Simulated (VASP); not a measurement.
Input of a VASP 6.6.1 run:

INCAR

```
SYSTEM = Si
ALGO = Normal ; EDIFF = 1E-7
ENCUT = 520 ; GGA = PE
ISIF = 2 ; ISMEAR = 0
IVDW = 12 ; LASPH = .True.
LCHARG = .False. ; LREAL = .False.
LWAVE = .False. ; NBANDS = 11
NELM = 100 ; PREC = Accurate
SIGMA = 0.1
```

KPOINTS

```
k-points
0
Gamma
  2 2 2
  0 0 0
```

File POSCAR:

```
Si
1.0
    0.1971576021      2.7737080610      2.9802270874
    2.8290357760      0.1334160237      3.0439686659
    2.8227889134      2.8312027768      0.1396628863
Si
2
Direct
    0.2500000000      0.2500000000      0.2500000000
    0.0000000000      0.0000000000      0.0000000000
```

Potentials or basis: VASP PAW PBE potentials, release 64 (Si).

Run with:

```sh
$ cat potpaw_PBE.64/Si/POTCAR > POTCAR
$ mpirun -np 1 vasp_std > vasp.out
```

Question: Estimate the band gap on the k mesh.

Answer: 0.04 eV, indirect (least direct gap 0.82 eV).

Question: Predict the pressure.

Answer: -0.4 GPa.

Question: Predict the dispersion energy per atom.

Answer: -0.294 eV.

Question: Estimate the largest force.

Answer: 1.068 eV/Å.

Forces on the atoms (eV/Å):
```
Si   0.007 -0.691 -0.814
Si  -0.007  0.691  0.814
```

Caveat: the k points lie up to 1.01 Å⁻¹ apart; three body term missing; forces of over 1 eV/Å act on the atoms, so gaps and moduli don't describe the material at rest. A k mesh can miss the band edges.
